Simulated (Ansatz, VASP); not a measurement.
# One calculation of Ge2Sb2Te5, two programs

```
Ge Sb Te
1.0
     4.57062    0.00000    0.00000
    -2.28531    3.95827    0.00000
     0.00000    0.00000   18.26191
Ge Sb Te
2 2 5
Cartesian
  0.0000 0.0000 6.0505
  0.0000 0.0000 12.2114
  0.0000 2.6388 2.0471
  2.2853 1.3194 16.2148
  0.0000 0.0000 0.0000
  0.0000 2.6388 14.4531
  2.2853 1.3194 3.8088
  0.0000 2.6388 7.4801
  2.2853 1.3194 10.7818
```

Alike in both runs: task single point; functional PBE; k mesh 12 × 12 × 2; occupations gaussian, width 0.03 eV; no spin polarisation.

|  | VASP | Ansatz |
| --- | --- | --- |
| version | VASP 6.6.1 | Ansatz 0.2.0 |
| potentials or method | VASP PAW PBE potentials, release 64 (Ge_d, Sb, Te), cutoff 520 eV | scalar-relativistic, plane waves, PAW |
| valence electrons in the cell | 68 | 138 |

```tsv
	VASP	Ansatz	Ansatz less VASP
gap on the k mesh at the Fermi level (eV)	0.09	0.10	+0.008
least direct gap on the mesh (eV)	0.09	0.10	+0.008
pressure (GPa)	-5.0	-4.9	+0.03
traceless stress, the component that is largest in VASP (GPa)	1.31	1.32	+0.003
rms of the force components (eV/Å)	0.247	0.250	+0.0030
```

Atom by atom the forces differ by 0.004 eV/Å (rms over components). VASP's potentials hold 68 valence electrons a cell and Ansatz's 138, so a difference there can come from the potentials and not from the codes.

Neither program's run includes spin-orbit coupling.
